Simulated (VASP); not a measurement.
Crystal: YTe2F.

```
Y Te F
1.0
     5.36260    0.00000    0.00000
     0.00000    5.36260    0.00000
     0.00000    0.00000    5.36260
Y Te F
1 2 1
Direct
  0.00000 0.00000 0.00000
  0.50000 0.00000 0.00000
  0.00000 0.50000 0.00000
  0.00000 0.00000 0.50000
```

| Item | Value |
| --- | --- |
| Program | VASP 6.6.1 |
| Task | relaxation of cell and atoms |
| Functional | PBE |
| Potentials or basis | VASP PAW PBE potentials, release 64 (Y_sv, Te, F) |
| Cutoff | 600 eV |
| k mesh | 4 × 4 × 4 |
| Occupations | gaussian, width 0.1 eV |
| Spin | no spin polarisation |

At the start: pressure 5.2 GPa; volume 38.55 Å³/atom.

**Question.** How do energy, volume and symmetry change on relaxing?

**Answer.** Over 9 steps the energy falls by 664.0 meV/atom and the volume is 39.08 Å³/atom (+1.4 %); space group P4/mmm (No. 123, to 0.05 Å).

The path:
```tsv
step	energy change (eV)	largest force (eV/Å)	pressure (GPa)	volume (Å³)
1	0.0000	0.0000	5.24	154.21
2	-1.9220	0.0000	-3.71	180.77
3	-1.9598	0.0000	-4.13	183.70
4	-2.6258	0.0000	-0.48	160.08
5	-2.6317	0.0000	-0.95	161.68
6	-2.6539	0.0000	-0.24	157.20
7	-2.6540	0.0000	-0.30	157.51
8	-2.6554	0.0000	0.15	155.75
9	-2.6559	0.0000	0.01	156.33
```

Final structure:
```cif
data_structure
_symmetry_space_group_name_H-M 'P 1'
_symmetry_Int_Tables_number 1
_cell_length_a 6.1064
_cell_length_b 6.1064
_cell_length_c 4.1924
_cell_angle_alpha 90.000
_cell_angle_beta 90.000
_cell_angle_gamma 90.000
_cell_volume 156.33
loop_
_atom_site_label
_atom_site_type_symbol
_atom_site_fract_x
_atom_site_fract_y
_atom_site_fract_z
_atom_site_occupancy
Y1 Y 0.00000 0.00000 0.00000 1
Te1 Te 0.50000 0.00000 0.00000 1
Te2 Te 0.00000 0.50000 0.00000 1
F1 F 0.00000 0.00000 0.50000 1
```
